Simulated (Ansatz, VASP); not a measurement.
# MgSn2O3 in VASP and in Ansatz

```
Mg Sn O
1.0
     6.16832    0.00000    0.00000
    -3.08416    5.34192    0.00000
     0.00000    0.00000    3.93289
Mg Sn O
1 2 3
Cartesian
  0.0000 0.0000 1.9664
  0.0000 3.5613 1.9664
  3.0842 1.7806 1.9664
  0.0000 3.5613 0.0000
  3.0842 1.7806 0.0000
  0.0000 0.0000 0.0000
```

Alike in both runs: functional PBE; k mesh 6 × 6 × 10; occupations gaussian, width 0.1 eV; no spin polarisation.

Ansatz relaxed the structure, and its values are those at the end. VASP's run is a single point on that final structure, the one shown.

|  | VASP | Ansatz |
| --- | --- | --- |
| version | VASP 6.6.1 | Ansatz 0.2.0 |
| potentials or method | VASP PAW PBE potentials, release 64 (Mg, Sn_d, O), cutoff 520 eV | scalar-relativistic, plane waves, PAW |
| valence electrons in the cell | 48 | 56 |

```csv
,VASP,Ansatz,Ansatz less VASP
gap on the k mesh at the Fermi level (eV),none,none,-
pressure (GPa),0.0,0.0,-0.05
```

A gap of «none» marks a metal or a gap that the smearing closes. VASP's potentials hold 48 valence electrons a cell and Ansatz's 56, so a difference there can come from the potentials and not from the codes.
